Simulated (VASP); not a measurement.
Here is a VASP 6.6.1 calculation.

The input INCAR:

```
PREC     = Accurate       # precision mode
ENCUT    = 500            # plane-wave cutoff, eV
EDIFF    = 1E-6           # SCF threshold, eV
ISMEAR   = 0              # smearing method
SIGMA    = 0.15           # smearing width, eV
LREAL    = False          # projectors in reciprocal space
LASPH    = True           # aspherical terms in the spheres
NELM     = 120            # most SCF steps
ALGO     = Normal         # electronic algorithm
ISIF     = 2              # what is computed and relaxed
LWAVE    = False          # write WAVECAR
LCHARG   = False          # write CHGCAR
GGA      = PE             # functional
NBANDS   = 26             # bands
GGA_COMPAT= False
```

The input KPOINTS:

```
Automatic mesh
0
Gamma
  3 3 3
```

POSCAR

```
ScInTeSe
1.0
    4.1982377057      0.0000000000      0.0000000000
    0.0000000000      4.1982377057      0.0000000000
    0.0000000000      0.0000000000      5.9982787159
Sc In Te Se
1 1 1 1
Direct
    0.0000000000      0.0000000000      0.5000000000
    0.5000000000      0.5000000000      0.0000000000
    0.0000000000      0.0000000000      0.0000000000
    0.5000000000      0.5000000000      0.5000000000
```

Potentials or basis: VASP PAW PBE potentials, release 64 (Sc_sv, In_d, Te, Se).

Run with:

```sh
$ cat potpaw_PBE.64/Sc_sv/POTCAR potpaw_PBE.64/In_d/POTCAR potpaw_PBE.64/Te/POTCAR potpaw_PBE.64/Se/POTCAR > POTCAR
$ mpirun -np 1 vasp_std > vasp.out
```

Problem. What does it give for the band gap on the k mesh?

Solution. Zero (band 18 reaches 6.38 eV, above the bottom of band 19 at 5.64 eV).

Problem. What does it give for the pressure?

Solution. -0.1 GPa.

Caveat: the k points lie up to 0.50 Å⁻¹ apart; spin-orbit coupling is left out, which moves the levels of the heavy elements.
